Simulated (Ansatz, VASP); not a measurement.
Two plane-wave programs on ZnCu

```
Zn Cu
1.0
     1.48804   -2.12128    0.00000
     1.48804    2.12128    0.00000
     0.00000    0.00000    4.14075
Zn Cu
1 1
Cartesian
  1.4880 0.0000 2.0704
  0.0000 0.0000 0.0000
```

Alike in both runs: task single point; functional PBE; k mesh 20 × 20 × 12; occupations gaussian, width 0.15 eV; no spin polarisation.

|  | VASP | Ansatz |
| --- | --- | --- |
| version | VASP 6.6.1 | Ansatz 0.2.0 |
| potentials or method | VASP PAW PBE potentials, release 64 (Zn, Cu), cutoff 520 eV | scalar-relativistic, plane waves, PAW |
| valence electrons in the cell | 23 | 31 |

VASP gave:

* gap on the k mesh at the Fermi level (eV): none
* pressure (GPa): 0.7
* traceless stress, the component that is largest in VASP (GPa): 1.13

Task: What did Ansatz give for the same quantities?

Result: gap on the k mesh at the Fermi level (eV): none; pressure (GPa): 0.1; traceless stress, the component that is largest in VASP (GPa): 1.14.

A gap of «none» marks a metal or a gap that the smearing closes. With one functional, cell and mesh, what is left measures potentials, basis and numerics. VASP's potentials hold 23 valence electrons a cell and Ansatz's 31, so a difference there can come from the potentials and not from the codes.
